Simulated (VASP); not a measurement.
# Al (Cm) in VASP: notebook

Al is run at these levels: PBEsol; tasks: single point.

All numbers are computed with VASP 6.6.1; they aren't measurements. Logs are shortened: lines on timing, memory, paths and dates and some standing lists are left out, and cuts for length are marked.

## 1. The cell of the first run

The structure is monoclinic, space group Cm (No. 8). Conventional cell: a = 9.087 Å, b = 6.425 Å, c = 6.425 Å, α = 90.00°, β = 135.00°, γ = 90.00°. Within 2.7 Å of Al (site symmetry m) lie 4 Al at 1.96 to 2.68 Å. Within 2.6 Å of Al (site symmetry 1) lie 1 Al at 1.96 Å. Within 3.7 Å of Al (site symmetry 1) lie 14 Al at 2.78 to 3.21 Å. Within 3.5 Å of Al (site symmetry m) lie 13 Al at 2.68 to 3.21 Å. Al (site symmetry m) has 15 Al at 2.78 to 3.42 Å within 3.7 Å. Al (site symmetry m) has 13 Al at 2.38 to 3.21 Å within 3.3 Å.

## 2. Single point, PBEsol (atom 1 (Al) moved by -0.936 Å along [1 0 0] and -0.702 Å along [0 1 0])

Contents of INCAR:

```
SYSTEM = Al
PREC = Accurate
ENCUT = 520
EDIFF = 1E-6
ISMEAR = 0
SIGMA = 0.15
LREAL = .False.
LASPH = .True.
NELM = 100
ALGO = Fast
ISIF = 2
LWAVE = .False.
LCHARG = .True.
GGA = PS
LELF = .True.
LVHAR = .True.
NBANDS = 22
```

Contents of KPOINTS:

```
Automatic mesh
0
Gamma
  10 10 10
  0 0 0
```

Contents of POSCAR:

```
Al
1.0
    3.2126361663      3.2126361663      3.2126361663
   -3.2126361663     -3.2126361663      3.2126361663
    3.2126361663     -3.2126361663     -3.2126361663
Al
8
Direct
   -0.1456747592      0.6092560694      0.4635813102
    0.0000000000      0.0000000000      0.5000000000
    0.0000000000      0.5000000000      0.0000000000
    0.0000000000      0.0000000000      0.0000000000
    0.5000000000      0.5000000000      0.5000000000
    0.5000000000      0.0000000000      0.5000000000
    0.5000000000      0.5000000000      0.0000000000
    0.5000000000      0.0000000000      0.0000000000
```

Potentials or basis: VASP PAW PBE potentials, release 64 (Al).

Started as:

```bash
> cat potpaw_PBE.64/Al/POTCAR > POTCAR
> mpirun -np 1 vasp_std > vasp.out
```

OUTCAR:

```text
SYSTEM = Al
   PREC = Accurate
   ENCUT = 520
   EDIFF = 1E-6
   ISMEAR = 0
   LREAL = .False.
   LASPH = .True.
   NELM = 100
   ISIF = 2
   GGA = PS

 ion  position               nearest neighbor table
   1  0.854  0.609  0.464-   5 1.96   2 1.96   7 2.38   4 2.68   3 2.89   8 2.89   8 3.14   3 3.14

   2  0.000  0.000  0.500-   1 1.96   4 2.78   6 2.78   7 2.78   4 2.78   6 2.78   7 2.78   3 3.21
                             3 3.21   5 3.21   8 3.21   5 3.21   8 3.21
   3  0.000  0.500  0.000-   4 2.78   6 2.78   7 2.78   4 2.78   7 2.78   6 2.78   1 2.89   1 3.14
                             5 3.21   2 3.21   8 3.21   5 3.21   8 3.21   2 3.21
   4  0.000  0.000  0.000-   1 2.68   3 2.78   5 2.78   8 2.78   2 2.78   2 2.78   3 2.78   8 2.78
                             5 2.78   6 3.21   6 3.21   7 3.21   7 3.21
   5  0.500  0.500  0.500-   1 1.96   4 2.78   6 2.78   7 2.78   7 2.78   6 2.78   4 2.78   3 3.21
                             2 3.21   8 3.21   3 3.21   2 3.21   8 3.21
   6  0.500  0.000  0.500-   2 2.78   3 2.78   5 2.78   8 2.78   8 2.78   5 2.78   2 2.78   3 2.78
                             7 3.21   7 3.21   4 3.21   4 3.21
   7  0.500  0.500  0.000-   1 2.38   2 2.78   3 2.78   5 2.78   8 2.78   5 2.78   8 2.78   3 2.78
                             2 2.78   6 3.21   6 3.21   4 3.21   4 3.21
   8  0.500  0.000  0.000-   4 2.78   6 2.78   7 2.78   6 2.78   7 2.78   4 2.78   1 2.89   1 3.14
                             3 3.21   5 3.21   2 3.21   5 3.21   2 3.21   3 3.21

  LATTYP: Found a body centered cubic cell.
 ALAT       =     6.4252723326

  Lattice vectors:

 A1 = (   3.2126361663,   3.2126361663,   3.2126361663)
 A2 = (  -3.2126361663,  -3.2126361663,   3.2126361663)
 A3 = (   3.2126361663,  -3.2126361663,  -3.2126361663)

Analysis of symmetry for initial positions (statically):
=====================================================================
 Subroutine PRICEL returns:
 Original cell was already a primitive cell.

 Routine SETGRP: Setting up the symmetry group for a
 body centered cubic supercell.

 Subroutine GETGRP returns: Found  2 space group operations
 (whereof  2 operations were pure point group operations)
 out of a pool of 48 trial point group operations.

The static configuration has the point symmetry C_1h.

Analysis of symmetry for dynamics (positions and initial velocities):
=====================================================================
 Subroutine PRICEL returns:
 Original cell was already a primitive cell.

 Routine SETGRP: Setting up the symmetry group for a
 body centered cubic supercell.

[... 117 lines left out ...]
   LREAL  =      F    real-space projection
[... 7 lines left out ...]
   TEBEG  =    0.0;   TEEND  =   0.0 temperature during run
   PSTRESS=    0.0 pullay stress
   NELECT =      24.0000    total number of electrons
   NUPDOWN=      -1.0000    fix difference up-down
   EMIN   =  10.00;   EMAX   =-10.00  energy-range for DOS
   EFERMI =   0.00;   METHOD = LEGACY
   ISMEAR =     0;   SIGMA  =   0.15  broadening in eV -4-tet -1-fermi 0-gaus
   EFERMI_NEDOS =   21; number of points for ismear=-14 and -15
   IALGO  =     68    algorithm
   IMIX   =      4    mixing-type and parameters
     AMIX     =   0.40;   BMIX     =  1.00
     AMIX_MAG =   1.60;   BMIX_MAG =  1.00
  volume/ion in A,a.u.               =      16.58       111.88
  Fermi-wavevector in a.u.,A,eV,Ry     =   0.925970  1.749830 11.665920  0.857421
  Thomas-Fermi vector in A             =   2.051882
   LORBIT       =      0    0 simple, 1 ext, 2 COOP (PROOUT), +10 PAW based schemes
   GGA     = PS    functional components
   LHFCALC =     F    Hartree Fock is set to
   AEXX    =    0.0000 exact exchange contribution
   IVDW    =     0    specifies the selected vdW correction
   LEPSILON=     F    determine dielectric tensor
   LRPA    =     F    only Hartree local field effects (RPA)
 non-spin polarized calculation
 RMM-DIIS sequential band-by-band and
 Gauss-broadening in eV      SIGMA  =   0.15
  energy-cutoff  :      520.00
  volume of cell :      132.63
 maximum number of plane-waves:      3593
 NGX is ok and might be reduce to    42
   NGX = 21   NGY = 21   NGZ = 21

 number of electron      23.9999999 magnetization

 Free energy of the ion-electron system (eV)
  ---------------------------------------------------
  ext. energy  EPLUGINS =         0.00000000
  ---------------------------------------------------
  free energy    TOTEN  =       -26.87249812 eV

  energy without entropy =      -26.84027642  energy(sigma->0) =      -26.85638727

 E-fermi :   7.7766     XC(G=0): -10.1714

 val. band max:        7.7752563087   @ k =   0.0000   0.3000   0.3000
 cond. band min:       7.7769610939   @ k =   0.5000   0.1000  -0.4000
 fundamental gap:      0.0017047852
 Fermi energy:         7.7766123969

 k-point     1 :       0.0000    0.0000    0.0000
  band No.  band energies     occupation
      1      -3.4765      2.00000
      2       2.0129      2.00000
      3       2.7697      2.00000
      4       2.8079      2.00000
      5       3.3140      2.00000
      6       3.3287      2.00000
[... 589 lines left out ...]
     21      13.7638      0.00000
     22      13.9131      0.00000

 [... further k-points ...]

------------------------ aborting loop because EDIFF is reached ----------------------------------------

  FORCE on cell =-STRESS in cart. coord.  units (eV):
  Direction    XX          YY          ZZ          XY          YZ          ZX
  --------------------------------------------------------------------------------------
  -------------------------------------------------------------------------------------
  Total        6.2691682      7.0433470     22.4372524      4.8216486      0.0000000      0.0000000
  in kB       75.7313812     85.0834405    271.0414004     58.2453838      0.0000000      0.0000000
  external PRESSURE =     143.9520740 kB  Pullay stress =       0.0000000 kB

 VOLUME and BASIS-vectors are now :
 -----------------------------------------------------------------------------
  energy-cutoff  :      520.00
  volume of cell :      132.63
      direct lattice vectors                 reciprocal lattice vectors
     3.212636166  3.212636166  3.212636166     0.155635427  0.000000000  0.155635427
    -3.212636166 -3.212636166  3.212636166     0.000000000 -0.155635427  0.155635427
     3.212636166 -3.212636166 -3.212636166     0.155635427 -0.155635427  0.000000000

 POSITION                                       TOTAL-FORCE (eV/Angst)
 -----------------------------------------------------------------------------------
      2.27664     -0.70200      3.21264         8.019298      8.133962      0.000000
      1.60632     -1.60632     -1.60632        -3.253762     -4.302982      7.585006
     -1.60632     -1.60632      1.60632         0.056570      0.166081      0.054374
      0.00000      0.00000      0.00000        -0.045169     -0.213477      0.000000
      1.60632     -1.60632      1.60632        -3.253762     -4.302982     -7.585006
      3.21264      0.00000      0.00000        -0.012221      0.018374      0.000000
      0.00000      0.00000      3.21264        -1.567524      0.334942      0.000000
      1.60632      1.60632      1.60632         0.056570      0.166081     -0.054374
 -----------------------------------------------------------------------------------
    total drift:                                0.000011      0.000008     -0.000000

  FREE ENERGIE OF THE ION-ELECTRON SYSTEM (eV)
  ---------------------------------------------------
  free  energy   TOTEN  =       -26.8724981226 eV

  energy  without entropy=      -26.8402764221  energy(sigma->0) =      -26.85638727
```

OSZICAR:

```text
N       E                     dE             d eps       ncg     rms          rms(c)
DAV:   1     0.274345990719E+02    0.27435E+02   -0.84091E+03 12408   0.859E+02
DAV:   2    -0.258411595123E+02   -0.53276E+02   -0.50799E+02 15146   0.120E+02
DAV:   3    -0.281092176435E+02   -0.22681E+01   -0.22295E+01 16474   0.207E+01
DAV:   4    -0.281365921515E+02   -0.27375E-01   -0.27356E-01 14766   0.264E+00
DAV:   5    -0.281370135105E+02   -0.42136E-03   -0.42135E-03 15724   0.364E-01    0.560E+00
RMM:   6    -0.270013589052E+02    0.11357E+01   -0.15417E+00 12454   0.338E+00    0.271E+00
RMM:   7    -0.268997097536E+02    0.10165E+00   -0.30746E-01 13135   0.183E+00    0.106E+00
RMM:   8    -0.268740107921E+02    0.25699E-01   -0.30792E-02 14135   0.870E-01    0.228E-01
RMM:   9    -0.268726630501E+02    0.13477E-02   -0.74341E-03 14496   0.388E-01    0.195E-01
RMM:  10    -0.268725125600E+02    0.15049E-03   -0.10308E-03 14631   0.186E-01    0.140E-01
RMM:  11    -0.268725021021E+02    0.10458E-04   -0.22691E-04 14709   0.903E-02    0.160E-02
RMM:  12    -0.268724978613E+02    0.42408E-05   -0.55022E-05 14590   0.405E-02    0.223E-02
RMM:  13    -0.268724978905E+02   -0.29197E-07   -0.14578E-05 15477   0.220E-02    0.136E-02
RMM:  14    -0.268724981226E+02   -0.23215E-06   -0.35949E-06 12946   0.105E-02
   1 F= -.26872498E+02 E0= -.26856387E+02  d E =-.322217E-01
```

stdout:

```text
POSCAR found type information on POSCAR Al
 POSCAR found :  1 types and       8 ions
 scaLAPACK will be used
 -----------------------------------------------------------------------------
|                                                                             |
|                                                                             |
|     You enforced a specific xc type in the INCAR file but a different       |
|     I HOPE YOU KNOW WHAT YOU ARE DOING!                                     |
|                                                                             |
 -----------------------------------------------------------------------------

 LDA part: xc-table for (Slater+PW92), standard interpolation
 POSCAR, INCAR and KPOINTS ok, starting setup
 FFT: planning ... GRIDC
 FFT: planning ... GRID_SOFT
 FFT: planning ... GRID
 WAVECAR not read
 entering main loop
```

Wall time 10 min (1 thread of Intel Xeon Platinum 8488C (Sapphire Rapids), shared host); peak memory 0.65 GiB.

Results:

```yaml
Free_energy: -26.8725 eV
Pressure: 14.4 GPa
Largest_force: 11.422 eV/Å
Band_gap_on_the_k_mesh: zero (bands 12 and 13 overlap by 3.24 eV)
```

Forces in eV/Å, atoms in the order of the input:
```
Al   8.019  8.134  0.000
Al  -3.254 -4.303  7.585
Al   0.057  0.166  0.054
Al  -0.045 -0.213  0.000
Al  -3.254 -4.303 -7.585
Al  -0.012  0.018  0.000
Al  -1.568  0.335  0.000
Al   0.057  0.166 -0.054
```

Caveat: the cell differs from its parent crystal (atom 1 (Al) moved by -0.936 Å along [1 0 0] and -0.702 Å along [0 1 0]); the stress differs along the axes, from 8 to 27 GPa; the PAW data sets were made with another functional, which shifts forces and pressure a little.

(Part 1 of 2 ends here.)
